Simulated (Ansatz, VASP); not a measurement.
# One calculation of KZrN, two programs

INCAR

```
SYSTEM = KZrN
PREC     = Accurate       ! precision mode
ENCUT    = 600            ! plane-wave cutoff, eV
EDIFF    = 1E-6           ! SCF threshold, eV
ISMEAR   = 0              ! smearing method
SIGMA    = 0.1            ! smearing width, eV
LREAL    = .FALSE.        ! projectors in reciprocal space
LASPH    = .TRUE.         ! aspherical terms in the spheres
NELM     = 60             ! most SCF steps
ALGO     = Normal         ! electronic algorithm
ISIF     = 3              ! what is computed and relaxed
LWAVE    = .FALSE.        ! write WAVECAR
LCHARG   = .FALSE.        ! write CHGCAR
GGA      = PE             ! functional
IBRION   = 2              ! ionic algorithm
NSW      = 90             ! ionic steps
EDIFFG   = -0.04          ! ionic threshold
```

File KPOINTS:

```
Automatic mesh
0
G
  6 6 4
  0 0 0
```

The input POSCAR:

```
KZrN
1.0
    4.2055219300      0.0000000000      0.0000000000
   -2.1027609700      3.6420888300      0.0000000000
    0.0000000000      0.0000000000      4.8001597100
K Zr N
1 1 1
Direct
    0.0000000000      0.0000000000      0.0000000000
    0.3333333300      0.6666666700      0.5000000000
    0.6666666700      0.3333333300      0.5000000000
```

Input for Ansatz:

```yaml
crystal:
  lattice:
    - [4.20552193, 0.0, 0.0]
    - [-2.10276097, 3.64208883, 0.0]
    - [0.0, 0.0, 4.80015971]
  atoms:
    - { symbol: K, position: [0.0, 0.0, 0.0] }
    - { symbol: Zr, position: [0.33333333, 0.66666667, 0.5] }
    - { symbol: "N", position: [0.66666667, 0.33333333, 0.5] }
basis:
  ecutwfc: 420
kpoints:
  mp_grid: { grid: [6, 6, 4] }
hamiltonian:
  xc: pbe
scf:
  occupations: { method: gaussian, width: 0.1 }
  lower_state_search: "off"
output:
  forces: true
  stress: true
  eigenvalues: true
relax:
  adjacent_minimum: "off"
  f_tol: 0.04
  max_steps: 70
  cell: { stress_tol: 0.4 }
```

Change from the starting cell: species swapped into the SrCuSi type (P-6m2, No. 187).

Alike in both runs: task relaxation of cell and atoms; functional PBE; k mesh 6 × 6 × 4; occupations gaussian, width 0.1 eV; no spin polarisation.

|  | VASP | Ansatz |
| --- | --- | --- |
| version | VASP 6.6.1 | Ansatz 0.2.0 |
| potentials or method | VASP PAW PBE potentials, release 64 (K_sv, Zr_sv, N), cutoff 600 eV | scalar-relativistic, plane waves, PAW |
| valence electrons in the cell | 26 | 26 |

VASP gave:

- gap on the k mesh at the Fermi level, each at its own relaxed structure (eV): none
- relaxed volume (Å³/atom): 24.94
- relaxed length of the cell vector where the two differ most in proportion (Å): 6.511

Q: What did Ansatz give for the same quantities?

A: gap on the k mesh at the Fermi level, each at its own relaxed structure (eV): none; relaxed volume (Å³/atom): 25.62; relaxed length of the cell vector where the two differ most in proportion (Å): 6.704.

A gap of «none» marks a metal or a gap that the smearing closes.
